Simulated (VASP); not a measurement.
Write the native input for VASP 6.6.1 that does the following.

* Task: single point
* Functional: PBE
* Potentials or basis: VASP PAW PBE potentials, release 64 (Se, Zn)
* Cutoff: 520 eV
* k mesh: 8 × 8 × 8
* Occupations: gaussian, width 0.017 eV
* Spin: no spin polarisation
* Dipole correction: no
* Further INCAR settings: ALGO = Normal; EDIFF = 1e-07; NBANDS = 16

The structure of ZnSe (Stilleite) lies in POSCAR:

```
ZnSe
1.0
    0.0000000000      2.8338000000      2.8338000000
    2.8338000000      0.0000000000      2.8338000000
    2.8338000000      2.8338000000      0.0000000000
Se Zn
1 1
Direct
    0.7500000000      0.7500000000      0.7500000000
    0.0000000000      0.0000000000      0.0000000000
```

These files were run (other wordings do the same):

INCAR

```
SYSTEM = ZnSe
  ALGO = Normal
  EDIFF = 1E-7
  ENCUT = 520
  GGA = PE
  ISIF = 2
  ISMEAR = 0
  LASPH = .True.
  LCHARG = .False.
  LREAL = .False.
  LWAVE = .False.
  NBANDS = 16
  NELM = 60
  PREC = Accurate
  SIGMA = 0.017
```

KPOINTS

```
k-points
0
Gamma
  8 8 8
  0 0 0
```

Potentials or basis: VASP PAW PBE potentials, release 64 (Se, Zn).

The run is started by

```sh
$ cat potpaw_PBE.64/Se/POTCAR potpaw_PBE.64/Zn/POTCAR > POTCAR
$ mpirun -np 1 vasp_std > vasp.out
```

Results of the run:

- Pressure: 2.3 GPa
- Band gap on the k mesh: 1.29 eV, direct

Run time: 20 s on 1 thread of Intel(R) Xeon(R) Platinum 8488C (Sapphire Rapids), with other jobs on the host, peak memory 0.17 GiB.
